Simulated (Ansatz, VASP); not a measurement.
## CdGeAs2 in VASP and in Ansatz

INCAR

```
SYSTEM = CdGeAs2
PREC = Accurate
ENCUT = 520
EDIFF = 1E-7
ISMEAR = -1
SIGMA = 0.05
LREAL = .False.
LASPH = .True.
NELM = 100
ALGO = Normal
ISIF = 2
LWAVE = .False.
LCHARG = .True.
GGA = PS
LELF = .True.
LVHAR = .True.
NBANDS = 46
```

Contents of KPOINTS:

```
Automatic mesh
0
Gamma
  6 6 6
  0 0 0
```

Contents of POSCAR:

```
CdGeAs2
1.0
   -2.9484794142      2.9484794142      5.5877427460
    2.9484794142     -2.9484794142      5.5877427460
    2.9484794142      2.9484794142     -5.5877427460
Cd As Ge
2 4 2
Direct
    0.5000000000      0.5000000000      0.0000000000
    0.2500000000      0.7500000000      0.5000000000
    0.0962175700      0.1250000000      0.4712175700
    0.3750000000      0.9037824300      0.0287824300
    0.6537824300      0.6250000000      0.5287824300
    0.8750000000      0.3462175700      0.9712175700
    0.7500000000      0.2500000000      0.5000000000
    0.0000000000      0.0000000000      0.0000000000
```

Contents of input.yaml:

```yaml
crystal:
  lattice:
    - [-2.9484794142, 2.9484794142, 5.587742746]
    - [2.9484794142, -2.9484794142, 5.587742746]
    - [2.9484794142, 2.9484794142, -5.587742746]
  atoms:
    - { symbol: Cd, position: [0.5, 0.5, 0.0] }
    - { symbol: Cd, position: [0.25, 0.75, 0.5] }
    - { symbol: As, position: [0.09621757, 0.125, 0.47121757] }
    - { symbol: As, position: [0.375, 0.90378243, 0.02878243] }
    - { symbol: As, position: [0.65378243, 0.625, 0.52878243] }
    - { symbol: As, position: [0.875, 0.34621757, 0.97121757] }
    - { symbol: Ge, position: [0.75, 0.25, 0.5] }
    - { symbol: Ge, position: [0.0, 0.0, 0.0] }
kpoints:
  mp_grid: { grid: [6, 6, 6] }
scf:
  occupations: { method: fermi_dirac, width: 0.05 }
hamiltonian:
  xc: pbesol
  pseudopotentials: { kind: all_electron, lapw: { basis_error: 0.001 } }
output:
  forces: true
  stress: true
  eigenvalues: true
```

Change from the starting cell: volume scaled by 0.96.

Alike in both runs: task single point; functional PBEsol; k mesh 6 × 6 × 6; occupations fermi-dirac, width 0.05 eV; no spin polarisation.

|  | VASP | Ansatz |
| --- | --- | --- |
| version | VASP 6.6.1 | Ansatz 0.2.0 |
| potentials or method | VASP PAW PBE potentials, release 64 (Cd, As, Ge_d), cutoff 520 eV | all-electron LAPW, scalar-relativistic |

Ansatz gave:

* gap on the k mesh at the Fermi level (eV): 0.13
* least direct gap on the mesh (eV): 0.13
* pressure (GPa): 1.8
* rms of the force components (eV/Å): 0.091

Problem. What did VASP give for the same quantities?

Solution. gap on the k mesh at the Fermi level (eV): 0.13; least direct gap on the mesh (eV): 0.13; pressure (GPa): 2.1; rms of the force components (eV/Å): 0.088.

VASP's potentials were made for PBE, not for PBEsol. Atom by atom the forces differ by 0.003 eV/Å (rms over components). Ansatz ran all-electron here, and VASP with PAW potentials.
